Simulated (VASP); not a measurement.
Write the native input for VASP 6.6.1 that does the following.

| Property | Result |
| --- | --- |
| Task | single point |
| Functional | PBE |
| Dispersion | D3(BJ) |
| Potentials or basis | VASP PAW PBE potentials, release 64 (W_sv, Se) |
| Cutoff | 520 eV |
| k mesh | 9 × 9 × 2 |
| Occupations | gaussian, width 0.02 eV |
| Spin | no spin polarisation |
| Dipole correction | no |
| Further INCAR settings | ALGO = Normal; EDIFF = 1e-06; NBANDS = 35 |

The structure of WSe2 lies in POSCAR:

```
WSe2
1.0
    3.2375499901      0.0000000000      0.0000000000
   -1.6187749950      2.8038005374      0.0000000000
    0.0000000000      0.0000000000     12.3388853900
W Se
2 4
Direct
    0.6666666667      0.3333333333      0.2500321353
    0.3333333333      0.6666666667      0.7499678647
    0.3333333333      0.6666666667      0.3869514868
    0.6666666667      0.3333333333      0.8868883230
    0.3333333333      0.6666666667      0.1131116770
    0.6666666667      0.3333333333      0.6130485132
```

The input as run:

INCAR

```
SYSTEM = WSe2
PREC = Accurate ; ENCUT = 520
EDIFF = 1E-6 ; ISMEAR = 0
SIGMA = 0.02 ; LREAL = .False.
LASPH = .True. ; NELM = 60
ALGO = Normal ; ISIF = 2
LWAVE = .False. ; LCHARG = .False.
GGA = PE ; IVDW = 12
NBANDS = 35
```

KPOINTS

```
regular mesh
0
Gamma
  9 9 2
  0 0 0
```

Potentials or basis: VASP PAW PBE potentials, release 64 (W_sv, Se).

The run is started by

```bash
$ cat potpaw_PBE.64/W_sv/POTCAR potpaw_PBE.64/Se/POTCAR > POTCAR
$ mpirun -np 1 vasp_std > vasp.out
```

Results of the run:

* Pressure: 4.4 GPa
* Largest force: 0.051 eV/Å
* Band gap on the k mesh: 0.81 eV (least direct gap 1.62 eV)
* Dispersion energy per atom: -0.507 eV

Caveat: the cell stands under pressure; spin-orbit coupling is left out, which moves the levels of the heavy elements.

It took 2.3 min on 1 thread of Intel Xeon 8259CL, with other jobs on the host, peak memory 0.27 GiB.
